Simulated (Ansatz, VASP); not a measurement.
# Two plane-wave programs on Nb5N

The input INCAR:

```
SYSTEM = Nb5N
PREC = Accurate
ENCUT = 600
EDIFF = 1E-6
ISMEAR = 0
SIGMA = 0.2
LREAL = .FALSE.
LASPH = .TRUE.
NELM = 80
ALGO = Normal
ISIF = 3
LWAVE = .FALSE.
LCHARG = .FALSE.
GGA = PE
IBRION = 2
NSW = 36
EDIFFG = -0.08
```

The input KPOINTS:

```
regular mesh
0
G
  5 5 5
  0 0 0
```

The input POSCAR:

```
Nb5N
1.0
   -3.3000000000      3.3000000000      2.0750000000
    3.3000000000     -3.3000000000      2.0750000000
    3.3000000000      3.3000000000     -2.0750000000
Nb N
5 1
Direct
    0.0000000000      0.0000000000      0.0000000000
    0.2000000000      0.6000000000      0.8000000000
    0.4000000000      0.2000000000      0.6000000000
    0.8000000000      0.4000000000      0.2000000000
    0.6000000000      0.8000000000      0.4000000000
    0.5000000000      0.5000000000      0.0000000000
```

Input for Ansatz:

```yaml
crystal:
  lattice:
    - [-3.3, 3.3, 2.075]
    - [3.3, -3.3, 2.075]
    - [3.3, 3.3, -2.075]
  atoms:
    - { symbol: Nb, position: [0.0, 0.0, 0.0] }
    - { symbol: Nb, position: [0.2, 0.6, 0.8] }
    - { symbol: Nb, position: [0.4, 0.2, 0.6] }
    - { symbol: Nb, position: [0.8, 0.4, 0.2] }
    - { symbol: Nb, position: [0.6, 0.8, 0.4] }
    - { symbol: "N", position: [0.5, 0.5, 0.0] }
basis:
  ecutwfc: 420
kpoints:
  mp_grid: { grid: [5, 5, 5] }
hamiltonian:
  xc: pbe
scf:
  occupations: { method: gaussian, width: 0.2 }
  lower_state_search: "off"
output:
  forces: true
  stress: true
  eigenvalues: true
relax:
  adjacent_minimum: "off"
  f_tol: 0.08
  max_steps: 16
  cell: { stress_tol: 0.8 }
```

Alike in both runs: task relaxation of cell and atoms; functional PBE; k mesh 5 × 5 × 5; occupations gaussian, width 0.2 eV; no spin polarisation.

|  | VASP | Ansatz |
| --- | --- | --- |
| version | VASP 6.6.1 | Ansatz 0.2.0 |
| potentials or method | VASP PAW PBE potentials, release 64 (Nb_sv, N), cutoff 600 eV | scalar-relativistic, plane waves, PAW |
| valence electrons in the cell | 70 | 70 |

```tsv
	VASP	Ansatz	Ansatz less VASP
gap on the k mesh at the Fermi level, each at its own relaxed structure (eV)	none	none	-
relaxed volume (Å³/atom)	16.17	16.21	+0.045
relaxed cell length with the largest relative difference (Å)	5.148	5.154	+0.0066
```

A gap of «none» marks a metal or a gap that the smearing closes.
